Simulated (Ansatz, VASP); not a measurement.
## Two plane-wave programs on Nb

```
CELL_PARAMETERS angstrom
0.00000 1.94580 2.03040
1.94580 0.00000 2.03040
1.94580 1.94580 0.00000
ATOMIC_POSITIONS crystal
Nb 0.00000 0.00000 0.00000
```

Change from the starting cell: strain -0.080 along x and y, -0.040 along z, atoms carried along.

Alike in both runs: task single point; functional r2SCAN; k mesh 20 × 20 × 20; occupations gaussian, width 0.15 eV; no spin polarisation.

```csv
,VASP,Ansatz
version,VASP 6.6.1,Ansatz 0.2.0
potentials or method,"VASP PAW PBE potentials, release 64 (Nb_sv), cutoff 520 eV","scalar-relativistic, plane waves, PAW"
valence electrons in the cell,13,13
```

|  | VASP | Ansatz | Ansatz less VASP |
| --- | --- | --- | --- |
| gap on the k mesh at the Fermi level (eV) | none | none | - |
| pressure (GPa) | 45.4 | 45.6 | +0.20 |
| traceless stress, the component that is largest in VASP (GPa) | 12.33 | 12.37 | +0.037 |

VASP's potentials were made for PBE, not for r2SCAN. A gap of «none» marks a metal or a gap that the smearing closes. Both programs put the cell under a high pressure, so it lies far from rest at this level.
